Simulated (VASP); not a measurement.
A run of VASP 6.6.1 is set up as follows.

INCAR

```
PREC = Accurate
ENCUT = 600
EDIFF = 1E-6
ISMEAR = 0
SIGMA = 0.1
LREAL = F
LASPH = T
NELM = 120
ALGO = Normal
ISIF = 2
LWAVE = F
LCHARG = F
GGA = PE
NBANDS = 16
GGA_COMPAT = F
```

KPOINTS

```
regular mesh
0
Gamma
  14 14 14
```

Contents of POSCAR:

```
CoSi2
1.0
    0.0000000000      2.6799238323      2.6799238323
    2.6799238323      0.0000000000      2.6799238323
    2.6799238323      2.6799238323      0.0000000000
Co Si
1 2
Direct
    0.0000000000      0.0000000000      0.0000000000
    0.2500000000      0.2500000000      0.2500000000
    0.7500000000      0.7500000000      0.7500000000
```

Potentials or basis: VASP PAW PBE potentials, release 64 (Co, Si).

Command:

```sh
$ cat potpaw_PBE.64/Co/POTCAR potpaw_PBE.64/Si/POTCAR > POTCAR
$ mpirun -np 1 vasp_std > vasp.out
```

Task: Predict the pressure.

Result: -0.2 GPa.

Task: What does it give for the band gap on the k mesh?

Result: Zero (an odd number of electrons rules out a gap without spin polarisation).

Caveat: an odd number of electrons without spin polarisation forces a metal; a magnetic or distorted state may lie lower. Spin polarisation is off, so any magnetic state and its effect on volume and gap are missing.
